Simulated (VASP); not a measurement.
# EuO (Fm-3m) in VASP: further runs

The runs below take EuO through single point, relaxation of cell and atoms, with PBE+U.

Everything below comes from runs of VASP 6.6.1. Logs are shortened: lines on timing, memory, paths and dates and some standing lists are left out, and cuts for length are marked.

## Step 1: The cell of the first run

It takes space group Fm-3m (No. 225, cubic). Conventional cell: a = 5.176 Å, b = 5.176 Å, c = 5.176 Å, α = 90.00°, β = 90.00°, γ = 90.00°. Eu (site symmetry m-3m) has 6 O at 2.59 Å within 3.4 Å. O (site symmetry m-3m) has 6 Eu at 2.59 Å within 3.4 Å.

## Step 2: Single point, PBE+U, collinear spin, ferromagnetic start

INCAR

```
PREC = Accurate ; ENCUT = 520
EDIFF = 1E-6 ; ISMEAR = 0
SIGMA = 0.01 ; LREAL = F
LASPH = T ; NELM = 150
ALGO = Normal ; ISIF = 2
LWAVE = F ; LCHARG = F
ISPIN = 2 ; MAGMOM = 7.43 0
LORBIT = 11 ; LMAXMIX = 6
LDAU = T ; LDAUTYPE = 2
LDAUL = 3 -1 ; LDAUU = 6 0
LDAUJ = 0 0 ; LDAUPRINT = 1
GGA = PE ; NBANDS = 22
```

KPOINTS

```
regular mesh
0
Gamma
  12 12 12
```

POSCAR

```
EuO
1.0
    0.0000000000      2.5878701890      2.5878701890
    2.5878701890      0.0000000000      2.5878701890
    2.5878701890      2.5878701890      0.0000000000
Eu O
1 1
Direct
    0.5000000000      0.5000000000      0.5000000000
    0.0000000000      0.0000000000      0.0000000000
```

Potentials or basis: VASP PAW PBE potentials, release 64 (Eu, O).

Run with:

```
$ cat potpaw_PBE.64/Eu/POTCAR potpaw_PBE.64/O/POTCAR > POTCAR
$ mpirun -np 1 vasp_std > vasp.out
```

OUTCAR:

```text
PREC = Accurate
   ENCUT = 520
   EDIFF = 1E-6
   ISMEAR = 0
   LREAL = F
   LASPH = T
   NELM = 150
   ISIF = 2
   ISPIN = 2
   LORBIT = 11
   GGA = PE

 ion  position               nearest neighbor table
   1  0.500  0.500  0.500-   2 2.59   2 2.59   2 2.59   2 2.59   2 2.59   2 2.59
   2  0.000  0.000  0.000-   1 2.59   1 2.59   1 2.59   1 2.59   1 2.59   1 2.59

  LATTYP: Found a face centered cubic cell.
 ALAT       =     5.1757403780

  Lattice vectors:

 A1 = (   0.0000000000,   2.5878701890,   2.5878701890)
 A2 = (   2.5878701890,   0.0000000000,   2.5878701890)
 A3 = (   2.5878701890,   2.5878701890,   0.0000000000)

Analysis of symmetry for initial positions (statically):
=====================================================================
 Subroutine PRICEL returns:
 Original cell was already a primitive cell.

 Routine SETGRP: Setting up the symmetry group for a
 face centered cubic supercell.

 Subroutine GETGRP returns: Found 48 space group operations
 (whereof 48 operations were pure point group operations)
 out of a pool of 48 trial point group operations.

The static configuration has the point symmetry O_h .

Analysis of symmetry for dynamics (positions and initial velocities):
=====================================================================
 Subroutine PRICEL returns:
 Original cell was already a primitive cell.

 Routine SETGRP: Setting up the symmetry group for a
 face centered cubic supercell.

 Subroutine GETGRP returns: Found 48 space group operations
 (whereof 48 operations were pure point group operations)
 out of a pool of 48 trial point group operations.

The dynamic configuration has the point symmetry O_h .

Analysis of structural, dynamic, and magnetic symmetry:
=====================================================================
 Subroutine PRICEL returns:
 Original cell was already a primitive cell.

 Routine SETGRP: Setting up the symmetry group for a
 face centered cubic supercell.

 Subroutine GETGRP returns: Found 48 space group operations
 (whereof 48 operations were pure point group operations)
 out of a pool of 48 trial point group operations.

The overall configuration has the point symmetry O_h .

 Subroutine INISYM returns: Found 48 space group operations
 (whereof 48 operations are pure point group operations),
 and found     1 'primitive' translations

----------------------------------------------------------------------------------------

                                     Primitive cell

  volume of cell :      34.6623

  direct lattice vectors                    reciprocal lattice vectors
     0.000000000  2.587870189  2.587870189    -0.193209073  0.193209073  0.193209073
     2.587870189  0.000000000  2.587870189     0.193209073 -0.193209073  0.193209073
     2.587870189  2.587870189  0.000000000     0.193209073  0.193209073 -0.193209073

  length of vectors
     3.659801119  3.659801119  3.659801119     0.334647931  0.334647931  0.334647931

  position of ions in fractional coordinates (direct lattice)
     0.500000000  0.500000000  0.500000000
     0.000000000  0.000000000  0.000000000

  ion indices of the primitive-cell ions
   primitive index   ion index
                 1           1
                 2           2

----------------------------------------------------------------------------------------

 KPOINTS: regular mesh

Automatic generation of k-mesh.
 Grid dimensions read from file:
 generate k-points for:   12   12   12

 Generating k-lattice:

  Cartesian coordinates                     Fractional coordinates (reciprocal lattice)
    -0.016100756  0.016100756  0.016100756     0.083333333  0.000000000  0.000000000
[... 56 lines left out ...]
   LASPH  =      T    aspherical Exc in radial PAW
   ENCUT  =  520.0 eV  38.22 Ry    6.18 a.u.   6.80  6.80  6.80*2*pi/ulx,y,z
   NELM   =    150;   NELMIN=  2; NELMDL= -5     # of ELM steps
   EDIFF  = 0.1E-05   stopping-criterion for ELM
   LREAL  =      F    real-space projection
   EDIFFG = 0.1E-04   stopping-criterion for IOM
   NSW    =      0    number of steps for IOM
   IBRION =     -1    ionic relax: 0-MD 1-quasi-New 2-CG
   NFREE  =      0    steps in history (QN), initial steepest desc. (CG)
   ISIF   =      2    stress and relaxation
   ISYM   =      2    0-nonsym 1-usesym 2-fastsym
   POTIM  = 0.5000    time-step for ionic-motion
   TEBEG  =    0.0;   TEEND  =   0.0 temperature during run
   PSTRESS=    0.0 pullay stress
   NELECT =      23.0000    total number of electrons
   NUPDOWN=      -1.0000    fix difference up-down
   EMIN   =  10.00;   EMAX   =-10.00  energy-range for DOS
   EFERMI =   0.00;   METHOD = LEGACY
   ISMEAR =     0;   SIGMA  =   0.01  broadening in eV -4-tet -1-fermi 0-gaus
   EFERMI_NEDOS =   21; number of points for ismear=-14 and -15
   IALGO  =     38    algorithm
   IMIX   =      4    mixing-type and parameters
     AMIX     =   0.40;   BMIX     =  1.00
     AMIX_MAG =   1.60;   BMIX_MAG =  1.00
  volume/ion in A,a.u.               =      17.33       116.96
  Fermi-wavevector in a.u.,A,eV,Ry     =   1.427902  2.698343 27.740960  2.038903
  Thomas-Fermi vector in A             =   2.548021
   LORBIT       =     11    0 simple, 1 ext, 2 COOP (PROOUT), +10 PAW based schemes
 LDA+U is selected, type is set to LDAUTYPE =  2
   angular momentum for each species LDAUL =     3   -1
   U (eV)           for each species LDAUU =   6.0  0.0
   J (eV)           for each species LDAUJ =   0.0  0.0
   GGA     = PE    functional components
   LHFCALC =     F    Hartree Fock is set to
   AEXX    =    0.0000 exact exchange contribution
   IVDW    =     0    specifies the selected vdW correction
   LEPSILON=     F    determine dielectric tensor
   LRPA    =     F    only Hartree local field effects (RPA)
 spin polarized calculation
 Gauss-broadening in eV      SIGMA  =   0.01
  energy-cutoff  :      520.00
  volume of cell :       34.66
 maximum number of plane-waves:       950
   NGX = 13   NGY = 13   NGZ = 13

atom =   1  type =  1  l = 3

 onsite density matrix

spin component  1

  0.9746 -0.0000 -0.0007 -0.0000 -0.0000 -0.0000 -0.0000
 -0.0000  0.9642 -0.0000  0.0000 -0.0000 -0.0000  0.0000
 -0.0007 -0.0000  0.9750  0.0000 -0.0000 -0.0000  0.0000
 -0.0000  0.0000  0.0000  0.9741 -0.0000 -0.0000 -0.0000
 -0.0000 -0.0000 -0.0000 -0.0000  0.9750 -0.0000  0.0007
 -0.0000 -0.0000 -0.0000 -0.0000 -0.0000  0.9755  0.0000
 -0.0000  0.0000  0.0000 -0.0000  0.0007  0.0000  0.9746

spin component  2

  0.0031  0.0000  0.0015 -0.0000 -0.0000  0.0000 -0.0000
  0.0000  0.0000  0.0000 -0.0000  0.0000  0.0000 -0.0000
  0.0015  0.0000  0.0024 -0.0000 -0.0000  0.0000  0.0000
 -0.0000 -0.0000 -0.0000  0.0043 -0.0000  0.0000  0.0000
 -0.0000  0.0000 -0.0000 -0.0000  0.0024  0.0000 -0.0015
  0.0000  0.0000  0.0000  0.0000  0.0000  0.0013 -0.0000
 -0.0000 -0.0000  0.0000  0.0000 -0.0015 -0.0000  0.0031

 occupancies and eigenvectors

  o =  0.0000  v =  0.0000  0.0000  0.0000  0.0000  0.0000  0.0000  0.0000  0.0000 -1.0000 -0.0000 -0.0000 -0.0000  0.0000 -0.0000      0.0000  0.0000  0.0000  0.0000  0.0000  0.0000  0.0000  0.0000  0.0000  0.0000  0.0000  0.0000  0.0000  0.0000
  o =  0.0013  v =  0.0000  0.0000  0.0000  0.0000  0.0000  0.0000  0.0000  0.0008  0.0000 -0.0011 -0.0000 -0.0004  1.0000 -0.0003      0.0000  0.0000  0.0000  0.0000  0.0000  0.0000  0.0000  0.0000  0.0000  0.0000  0.0000  0.0000  0.0000  0.0000
  o =  0.0013  v =  0.0000  0.0000  0.0000  0.0000  0.0000  0.0000  0.0000  0.0050 -0.0000 -0.0065 -0.0000  0.7905  0.0005  0.6124      0.0000  0.0000  0.0000  0.0000  0.0000  0.0000  0.0000  0.0000  0.0000  0.0000  0.0000  0.0000  0.0000  0.0000
  o =  0.0013  v =  0.0000  0.0000  0.0000  0.0000  0.0000  0.0000  0.0000 -0.6124 -0.0000  0.7905 -0.0000  0.0065  0.0013  0.0050      0.0000  0.0000  0.0000  0.0000  0.0000  0.0000  0.0000  0.0000  0.0000  0.0000  0.0000  0.0000  0.0000  0.0000
  o =  0.0043  v =  0.0000  0.0000  0.0000  0.0000  0.0000  0.0000  0.0000 -0.0026  0.0000 -0.0020 -1.0000 -0.0004 -0.0000  0.0005      0.0000  0.0000  0.0000  0.0000  0.0000  0.0000  0.0000  0.0000  0.0000  0.0000  0.0000  0.0000  0.0000  0.0000
  o =  0.0043  v =  0.0000  0.0000  0.0000  0.0000  0.0000  0.0000  0.0000  0.7905  0.0000  0.6124 -0.0032  0.0038  0.0000 -0.0050      0.0000  0.0000  0.0000  0.0000  0.0000  0.0000  0.0000  0.0000  0.0000  0.0000  0.0000  0.0000  0.0000  0.0000
  o =  0.0043  v =  0.0000  0.0000  0.0000  0.0000  0.0000  0.0000  0.0000 -0.0050  0.0000 -0.0038 -0.0006  0.6124  0.0000 -0.7906      0.0000  0.0000  0.0000  0.0000  0.0000  0.0000  0.0000  0.0000  0.0000  0.0000  0.0000  0.0000  0.0000  0.0000
  o =  0.9642  v =  0.0000 -1.0000  0.0000  0.0000 -0.0000 -0.0000  0.0000  0.0000  0.0000  0.0000  0.0000  0.0000  0.0000  0.0000      0.0000  0.0000  0.0000  0.0000  0.0000  0.0000  0.0000  0.0000  0.0000  0.0000  0.0000  0.0000  0.0000  0.0000
  o =  0.9741  v = -0.0017  0.0000 -0.0013  0.6584 -0.4609 -0.0000  0.5950  0.0000  0.0000  0.0000  0.0000  0.0000  0.0000  0.0000      0.0000  0.0000  0.0000  0.0000  0.0000  0.0000  0.0000  0.0000  0.0000  0.0000  0.0000  0.0000  0.0000  0.0000
  o =  0.9741  v = -0.0015 -0.0000 -0.0012 -0.7527 -0.4032 -0.0000  0.5205  0.0000  0.0000  0.0000  0.0000  0.0000  0.0000  0.0000      0.0000  0.0000  0.0000  0.0000  0.0000  0.0000  0.0000  0.0000  0.0000  0.0000  0.0000  0.0000  0.0000  0.0000
  o =  0.9741  v =  0.7906  0.0000  0.6124 -0.0000 -0.0017  0.0000  0.0023  0.0000  0.0000  0.0000  0.0000  0.0000  0.0000  0.0000      0.0000  0.0000  0.0000  0.0000  0.0000  0.0000  0.0000  0.0000  0.0000  0.0000  0.0000  0.0000  0.0000  0.0000
  o =  0.9755  v =  0.0014  0.0000 -0.0018 -0.0000  0.7904  0.0218  0.6122  0.0000  0.0000  0.0000  0.0000  0.0000  0.0000  0.0000      0.0000  0.0000  0.0000  0.0000  0.0000  0.0000  0.0000  0.0000  0.0000  0.0000  0.0000  0.0000  0.0000  0.0000
  o =  0.9755  v = -0.6124  0.0000  0.7905  0.0000  0.0020 -0.0070  0.0015  0.0000  0.0000  0.0000  0.0000  0.0000  0.0000  0.0000      0.0000  0.0000  0.0000  0.0000  0.0000  0.0000  0.0000  0.0000  0.0000  0.0000  0.0000  0.0000  0.0000  0.0000
  o =  0.9755  v = -0.0043 -0.0000  0.0056  0.0000 -0.0172  0.9997 -0.0133  0.0000  0.0000  0.0000  0.0000  0.0000  0.0000  0.0000      0.0000  0.0000  0.0000  0.0000  0.0000  0.0000  0.0000  0.0000  0.0000  0.0000  0.0000  0.0000  0.0000  0.0000

 number of electron      22.9999999 magnetization       7.0000026

 Free energy of the ion-electron system (eV)
  ---------------------------------------------------
  ext. energy  EPLUGINS =         0.00000000
  ---------------------------------------------------
  free energy    TOTEN  =       -21.13248399 eV

  energy without entropy =      -21.13248399  energy(sigma->0) =      -21.13248399

 E-fermi :   3.5508     XC(G=0): -10.6560

 val. band max:        3.5197674990   @ k =   0.0000   0.0000   0.0000
 cond. band min:       3.5817728443   @ k =   0.5000   0.5000   0.0000
 fundamental gap:      0.0620053453
 Fermi energy:         3.5507724565

 spin component 1

 k-point     1 :       0.0000    0.0000    0.0000
  band No.  band energies     occupation
      1     -36.1412      1.00000
      2     -14.7343      1.00000
      3     -14.7343      1.00000
      4     -14.7343      1.00000
      5     -14.0185      1.00000
      6       0.5957      1.00000
[... 1193 lines left out ...]
     21      14.8587      0.00000
     22      15.8851      0.00000

 [... further k-points ...]
[... 5 lines left out ...]
  --------------------------------------------------------------------------------------
  -------------------------------------------------------------------------------------
  Total       -0.0721428     -0.0721428     -0.0721428      0.0000000      0.0000000      0.0000000
  in kB       -3.3346188     -3.3346188     -3.3346188      0.0000000      0.0000000      0.0000000
  external PRESSURE =      -3.3346188 kB  Pullay stress =       0.0000000 kB

 VOLUME and BASIS-vectors are now :
 -----------------------------------------------------------------------------
  energy-cutoff  :      520.00
  volume of cell :       34.66
      direct lattice vectors                 reciprocal lattice vectors
     0.000000000  2.587870189  2.587870189    -0.193209073  0.193209073  0.193209073
     2.587870189  0.000000000  2.587870189     0.193209073 -0.193209073  0.193209073
     2.587870189  2.587870189  0.000000000     0.193209073  0.193209073 -0.193209073

 POSITION                                       TOTAL-FORCE (eV/Angst)
 -----------------------------------------------------------------------------------
      2.58787      2.58787      2.58787        -0.000000     -0.000000     -0.000000
      0.00000      0.00000      0.00000         0.000000      0.000000      0.000000
 -----------------------------------------------------------------------------------
    total drift:                                0.000000      0.000000      0.000000

  FREE ENERGIE OF THE ION-ELECTRON SYSTEM (eV)
  ---------------------------------------------------
  free  energy   TOTEN  =       -21.1324839948 eV

  energy  without entropy=      -21.1324839942  energy(sigma->0) =      -21.13248399

 total charge

# of ion       s       p       d       f       tot
--------------------------------------------------
    1        2.032   5.801   0.292   6.821  14.945
    2        1.554   3.400   0.000   0.000   4.954
--------------------------------------------------
tot          3.586   9.201   0.292   6.821  19.899

 magnetization (x)

# of ion       s       p       d       f       tot
--------------------------------------------------
    1       -0.014  -0.114   0.067   6.790   6.728
    2       -0.004  -0.087   0.000   0.000  -0.092
--------------------------------------------------
tot         -0.019  -0.202   0.067   6.790   6.636
```

Run time: 4.4 min. Hardware: 1 thread of Intel Xeon 8259CL, shared host; peak memory 0.25 GiB.

Results:

| Property | Result |
| --- | --- |
| Free energy | -21.1325 eV |
| Pressure | -0.3 GPa |
| Band gap on the k mesh | 0.06 eV (least direct gap 0.23 eV) |
| Net moment | 7.00 μB per cell |
| Site moments | Eu +6.73; O -0.09 μB |
| Valence electrons inside the program's atomic spheres | Eu 14.95; O 4.95 |

Eigenvalues of the final occupation matrices:
| site | spin | trace | eigenvalues |
| --- | --- | --- | --- |
| site 1 f | 1 | 6.81 | 0.96 0.97 0.97 0.97 0.98 0.98 0.98 |
| site 1 f | 2 | 0.02 | 0.00 0.00 0.00 0.00 0.00 0.00 0.00 |

Caveat: spin-orbit coupling is left out, which moves the levels of the heavy elements; a cell with one magnetic atom can't hold antiferromagnetic order, which such compounds often take. A k mesh can miss the band edges.

## Step 3: Relaxation of cell and atoms, PBE+U, collinear spin, ferromagnetic start

This run uses another cell than the first one, of 17.01 Å³/atom.

INCAR

```
  PREC = Accurate
  ENCUT = 600
  EDIFF = 1E-6
  ISMEAR = 0
  SIGMA = 0.01
  LREAL = F
  LASPH = T
  NELM = 150
  ALGO = Normal
  ISIF = 3
  LWAVE = F
  LCHARG = F
  ISPIN = 2
  MAGMOM = 7.43 0
  LORBIT = 11
  LMAXMIX = 6
  LDAU = T
  LDAUTYPE = 2
  LDAUL = 3 -1
  LDAUU = 6 0
  LDAUJ = 0 0
  LDAUPRINT = 1
  GGA = PE
  IBRION = 2
  NSW = 100
  EDIFFG = -0.005
```

KPOINTS

```
Automatic mesh
0
Gamma
  12 12 12
```

POSCAR

```
EuO
1.0
    0.0000000000      2.5719519658      2.5719519658
    2.5719519658      0.0000000000      2.5719519658
    2.5719519658      2.5719519658      0.0000000000
Eu O
1 1
Direct
    0.5000000000      0.5000000000      0.5000000000
    0.0000000000      0.0000000000      0.0000000000
```

Potentials or basis: VASP PAW PBE potentials, release 64 (Eu, O).

Run with:

```
$ cat potpaw_PBE.64/Eu/POTCAR potpaw_PBE.64/O/POTCAR > POTCAR
$ mpirun -np 1 vasp_std > vasp.out
```

Run time: 12 min. Hardware: 1 thread of Intel Xeon 8259CL, shared host; peak memory 0.28 GiB.

Results (log left out):

- Free energy: -21.1350 eV
- Relaxed volume: 17.26 Å³/atom
- Relaxed cell: a = 3.655 Å, b = 3.655 Å, c = 3.655 Å, α = 60.00°, β = 60.00°, γ = 60.00°
- Space group after relaxing (to 0.1 Å): Fm-3m (No. 225)
- Energy gained by relaxing: 0.9 meV/atom
- Ionic steps: 3
- Pressure after relaxing: 0.0 GPa
- Band gap on the k mesh: 0.04 eV (least direct gap 0.21 eV)
- Net moment: 7.00 μB per cell
- Site moments: Eu +6.73; O -0.09 μB
- Valence electrons inside the program's atomic spheres: Eu 14.95; O 4.95

The path:
| step | energy change (eV) | largest force (eV/Å) | pressure (GPa) | volume (Å³) |
| --- | --- | --- | --- | --- |
| 1 | 0.0000 | 0.0000 | 1.21 | 34.03 |
| 2 | -0.0017 | 0.0000 | -0.35 | 34.66 |
| 3 | -0.0018 | 0.0000 | -0.01 | 34.51 |

Final structure:
```yaml
crystal:
  lattice:
    - [0.00000, 2.58417, 2.58417]
    - [2.58417, 0.00000, 2.58417]
    - [2.58417, 2.58417, 0.00000]
  atoms:
    - { symbol: Eu, position: [0.50000, 0.50000, 0.50000] }
    - { symbol: O, position: [0.00000, 0.00000, 0.00000] }
```

Levels at points of the mesh, in eV from the valence-band top:
Spin up:
```tsv
k point	band 11	band 12	band 13	band 14	band 15	band 16	band 17	band 18	band 19
(0.00, 0.00, 0.00)	-0.48	-0.48	0.00	0.00	0.00	0.86	2.96	2.96	2.96
(0.50, 0.00, 0.00)	-0.71	-0.52	-0.52	-0.48	-0.47	3.51	5.65	5.65	5.94
(0.50, 0.50, 0.00)	-0.60	-0.60	-0.49	-0.17	-0.17	0.04	4.63	7.03	7.76
```
Spin down:
```
           k point  band 4  band 5  band 6  band 7  band 8  band 9  band 10  band 11  band 12  band 13
(0.00, 0.00, 0.00)  -15.93  -15.93   -2.56   -2.56   -2.56    1.64     3.92     3.92     3.92     6.25
(0.50, 0.00, 0.00)  -16.03  -14.98   -4.63   -3.69   -3.69    4.14     6.34     6.68     6.68     9.13
(0.50, 0.50, 0.00)  -16.37  -16.37   -2.66   -2.54   -2.54    0.89     5.50     7.80     8.26     9.33
```

Eigenvalues of the final occupation matrices:
```tsv
site	spin	trace	eigenvalues
site 1 f	1	6.81	0.96 0.97 0.97 0.97 0.98 0.98 0.98
site 1 f	2	0.02	0.00 0.00 0.00 0.00 0.00 0.00 0.00
```

Caveat: spin-orbit coupling is left out, which moves the levels of the heavy elements; a cell with one magnetic atom can't hold antiferromagnetic order, which such compounds often take. The state reached can hang on the start; a lower one may exist.
